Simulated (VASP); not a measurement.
Runs of VASP 6.6.1 on InSb3. The structure is that of space group Fm-3m (No. 225), or close to it. The cells are those of the table. 

```tsv
level	cell	k mesh	gap on the mesh (eV)	pressure (GPa)
PBE	a = 5.469 Å, angles 60.0°, 4 atoms	10 × 10 × 10	none	-2.8
PBE	a = 5.306 Å, angles 60.0°, 4 atoms	10 × 10 × 10	none	1.7
PBE	a = 5.219 Å, angles 60.0°, 4 atoms	10 × 10 × 10	none	5.1
PBE	a = 5.290 Å, angles 60.0°, 4 atoms	10 × 10 × 10	none	2.2
PBE	a = 5.418 Å, angles 60.0°, 4 atoms	10 × 10 × 10	none	-1.6
PBE	a = 5.366 Å, angles 60.0°, 4 atoms	8 × 8 × 8	none	-0.4
r2SCAN	a = 5.355 Å, angles 60.0°, 4 atoms	10 × 10 × 10	none	(c)
PBE	a = 5.512 Å, angles 60.0°, 4 atoms	10 × 10 × 10	none	-3.6
PBE	a = 5.430 Å, angles 60.0°, 4 atoms	10 × 10 × 10	none	(a)
PBE	a = 5.516 Å, angles 60.0°, 4 atoms	10 × 10 × 10	none	(d)
PBE	a = 5.366 Å, angles 60.0°, 4 atoms	10 × 10 × 10	none	-0.2
PBE	a = 5.255 Å, angles 60.0°, 4 atoms	10 × 10 × 10	none	(b)
```

Alike in all rows: task single point; potentials or basis VASP PAW PBE potentials, release 64 (In_d, Sb); no spin polarisation; cutoff (eV) 520; smearing gaussian 0.1 eV.

Problem. Fill in the values left out.

Solution. (a) -1.9; (b) 3.6; (c) -0.7; (d) -3.7.

Caveats: spin-orbit coupling is left out, which moves the levels of the heavy elements; the PAW data sets were made with another functional, which shifts forces and pressure a little (some runs).

A k mesh can miss the band edges, and the runs leave out spin-orbit coupling on In, Sb.

A gap of «none» marks levels without a gap at the run's occupations.
